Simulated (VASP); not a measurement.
Write the native input for VASP 6.6.1 that does the following.

```yaml
Task: single point
Functional: PBEsol
Potentials_or_basis: VASP PAW PBE potentials, release 64 (Ti_sv, C_h)
Cutoff: 910 eV
k_mesh: 11 × 11 × 11
Occupations: fermi-dirac, width 0.05 eV
Spin: no spin polarisation
Hubbard_terms: Ti d U = 3.0 eV
Dipole_correction: no
Second_run: hard_potentials
Further_INCAR_settings: ALGO = Normal; EDIFF = 1e-06; NBANDS = 15
```

The structure of TiC lies in POSCAR:

```
TiC
1.0
    0.0000000000      2.1657188437      2.1657188437
    2.1657188437      0.0000000000      2.1657188437
    2.1657188437      2.1657188437      0.0000000000
Ti C
1 1
Direct
    0.0000000000      0.0000000000      0.0000000000
    0.5000000000      0.5000000000      0.5000000000
```

One way to write it, as run:

INCAR

```
  PREC = Accurate
  ENCUT = 910
  EDIFF = 1E-6
  ISMEAR = -1
  SIGMA = 0.05
  LREAL = False
  LASPH = True
  NELM = 200
  ALGO = Normal
  ISIF = 2
  LWAVE = False
  LCHARG = False
  LMAXMIX = 4
  LDAU = True
  LDAUTYPE = 2
  LDAUL = 2 -1
  LDAUU = 3 0
  LDAUJ = 0 0
  LDAUPRINT = 1
  GGA = PS
  NBANDS = 15
  GGA_COMPAT = False
```

KPOINTS

```
regular mesh
0
Gamma
  11 11 11
```

Potentials or basis: VASP PAW PBE potentials, release 64 (Ti_sv, C_h).

Run with:

```console
$ cat potpaw_PBE.64/Ti_sv/POTCAR potpaw_PBE.64/C_h/POTCAR > POTCAR
$ mpirun -np 1 vasp_std > vasp.out
```

Results of the run:

```yaml
Pressure: 2.0 GPa
Band_gap_on_the_k_mesh: zero (band 8 reaches 10.95 eV, above the bottom of band 9 at 9.55 eV)
```

Caveat: the cutoff is under 1.25 times the usual one of these potentials, so pressure, stress and relaxed cells hold a basis-set (Pulay) error; the PAW data sets were made with another functional, which shifts forces and pressure a little; U without spin polarisation on a metal has little footing; the U is typed as a test and isn't derived for this compound.

Wall time 21 s on 1 thread of Intel(R) Xeon(R) Platinum 8559C (Emerald Rapids), on a shared host, peak memory 0.19 GiB.
